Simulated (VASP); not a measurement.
# Hg: single point with PBE

Hg:

```
Hg
1.0
     4.92310    0.00000    0.00000
    -2.46155    4.26353    0.00000
     0.00000    0.00000    2.86440
Hg
3
Cartesian
  0.0000 0.0000 0.0000
  0.0000 2.8424 1.4322
  2.4615 1.4212 1.4322
```

```
Program             : VASP 6.6.1
Task                : single point
Functional          : PBE
Potentials or basis : VASP PAW PBE potentials, release 64 (Hg)
Cutoff              : 520 eV
k mesh              : 7 × 7 × 10
Occupations         : fermi-dirac, width 0.05 eV
Spin                : no spin polarisation
```

```json
{
 "Pressure": "20.5 GPa",
 "Band gap on the k mesh": "zero (band 18 reaches 8.06 eV, above the bottom of band 19 at 3.13 eV)"
}
```

Levels at points of the mesh, in eV from the Fermi level:
```csv
k point,band 14,band 15,band 16,band 17,band 18,band 19,band 20,band 21,band 22,band 23
"(0.00, 0.00, 0.00)",-6.90,-6.06,-6.06,-0.92,-0.39,1.75,1.75,1.78,1.78,9.56
"(0.00, 0.00, 0.50)",-6.28,-5.56,-3.20,-3.14,3.72,3.76,4.33,4.42,4.43,4.43
```

Run time: 120 s on 1 thread of AMD EPYC 7R13, with other jobs on the host, peak memory 0.19 GiB.

Caveat: spin-orbit coupling is left out, which moves the levels of the heavy elements.
